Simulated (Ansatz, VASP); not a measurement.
NbP in VASP and in Ansatz

```xyz
8
Lattice="3.3470 0.0000 0.0000 0.0000 3.3470 0.0000 0.0000 0.0000 11.3137" Properties=species:S:1:pos:R:3 pbc="T T T"
Nb    1.6735    1.6735    0.0034
Nb    0.0000    1.6735    8.4887
Nb    0.0000    0.0000    5.6602
Nb    1.6735    0.0000    2.8318
P     0.0000    0.0000    0.9314
P     1.6735    0.0000    9.4167
P     1.6735    1.6735    6.5883
P     0.0000    1.6735    3.7599
```

Alike in both runs: task single point; functional PBE; k mesh 10 × 10 × 4; occupations gaussian, width 0.1 eV; no spin polarisation.

```csv
,VASP,Ansatz
version,VASP 6.6.1,Ansatz 0.2.0
potentials or method,"VASP PAW PBE potentials, release 64 (Nb_sv, P), cutoff 520 eV","scalar-relativistic, plane waves, PAW"
valence electrons in the cell,72,72
```

|  | VASP | Ansatz | Ansatz less VASP |
| --- | --- | --- | --- |
| gap on the k mesh at the Fermi level (eV) | none | none | - |
| pressure (GPa) | 1.4 | 1.8 | +0.40 |
| traceless stress, the component that is largest in VASP (GPa) | 1.08 | 1.05 | -0.026 |
| rms of the force components (eV/Å) | 0.005 | 0.004 | -0.0011 |

Atom by atom the forces differ by 0.001 eV/Å (rms over components). A gap of «none» marks a metal or a gap that the smearing closes. The functional is the same, so the differences come from potentials, cutoffs and numerics.
